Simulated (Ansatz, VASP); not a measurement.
## Mo in VASP and in Ansatz

POSCAR

```
Mo
1.0
   -1.5734150000      1.5734150000      1.5734150000
    1.5734150000     -1.5734150000      1.5734150000
    1.5734150000      1.5734150000     -1.5734150000
Mo
1
Direct
    0.0000000000      0.0000000000      0.0000000000
```

File INCAR.step1:

```
PREC     = Accurate       # precision mode
ENCUT    = 550            # plane-wave cutoff, eV
ISMEAR   = 0              # smearing method
SIGMA    = 0.1            # smearing width, eV
LREAL    = F              # projectors in reciprocal space
LASPH    = T              # aspherical terms in the spheres
NELM     = 120            # most SCF steps
GGA      = PE             # functional
ALGO     = Normal         # electronic algorithm
EDIFF    = 1E-5           # SCF threshold, eV
LWAVE    = T              # write WAVECAR
LCHARG   = F              # write CHGCAR
GGA_COMPAT= F            
IBRION   = 2              # ionic algorithm
ISIF     = 3              # what is computed and relaxed
EDIFFG   = -0.005         # ionic threshold
NELMIN   = 4            
NSW      = 100            # ionic steps
```

INCAR.step2

```
PREC     = Accurate       # precision mode
ENCUT    = 550            # plane-wave cutoff, eV
EDIFF    = 1E-7           # SCF threshold, eV
ISMEAR   = 0              # smearing method
SIGMA    = 0.1            # smearing width, eV
LREAL    = F              # projectors in reciprocal space
LASPH    = T              # aspherical terms in the spheres
NELM     = 120            # most SCF steps
ALGO     = Normal         # electronic algorithm
ISIF     = 3              # what is computed and relaxed
LWAVE    = F              # write WAVECAR
LCHARG   = F              # write CHGCAR
METAGGA  = R2SCAN         # meta-GGA
LMIXTAU  = T            
LUSE_VDW = T            
IVDW_NL  = 2            
BPARAM   = 11.95        
CPARAM   = 0.0093       
IBRION   = 2              # ionic algorithm
NSW      = 100            # ionic steps
EDIFFG   = -0.002         # ionic threshold
ISTART   = 1            
GGA_COMPAT= F            
NELMIN   = 4
```

File KPOINTS:

```
Automatic mesh
0
Gamma
  18 18 18
```

Input for Ansatz:

```yaml
crystal:
  lattice:
    - [-1.573415, 1.573415, 1.573415]
    - [1.573415, -1.573415, 1.573415]
    - [1.573415, 1.573415, -1.573415]
  atoms:
    - { symbol: Mo, position: [0.0, 0.0, 0.0] }
basis:
  ecutwfc: 500
kpoints:
  mp_grid: { grid: [18, 18, 18] }
hamiltonian:
  xc: r2scan
  dispersion: rvv10
scf:
  occupations: { method: gaussian, width: 0.1 }
output:
  forces: true
  stress: true
  eigenvalues: true
  write_density: true
  write_potential: true
  elf: true
  volumetric_format: npy
relax:
  adjacent_minimum: "off"
  f_tol: 0.002
  max_steps: 80
  cell: { stress_tol: 0.02 }
```

Alike in both runs: task relaxation of cell and atoms; functional r2SCAN; dispersion rVV10; k mesh 18 × 18 × 18; occupations gaussian, width 0.1 eV; no spin polarisation.

|  | VASP | Ansatz |
| --- | --- | --- |
| version | VASP 6.6.1 | Ansatz 0.2.0 |
| potentials or method | VASP PAW PBE potentials, release 64 (Mo_sv), cutoff 550 eV | scalar-relativistic, plane waves, PAW |
| valence electrons in the cell | 14 | 14 |

```csv
,VASP,Ansatz,Ansatz less VASP
"gap on the k mesh at the Fermi level, each at its own relaxed structure (eV)",none,none,-
relaxed volume (Å³/atom),15.61,15.53,-0.080
relaxed length of the cell vector where the two differ most in proportion (Å),2.727,2.722,-0.0047
```

VASP's potentials were made for PBE, not for r2SCAN. A gap of «none» marks a metal or a gap that the smearing closes.
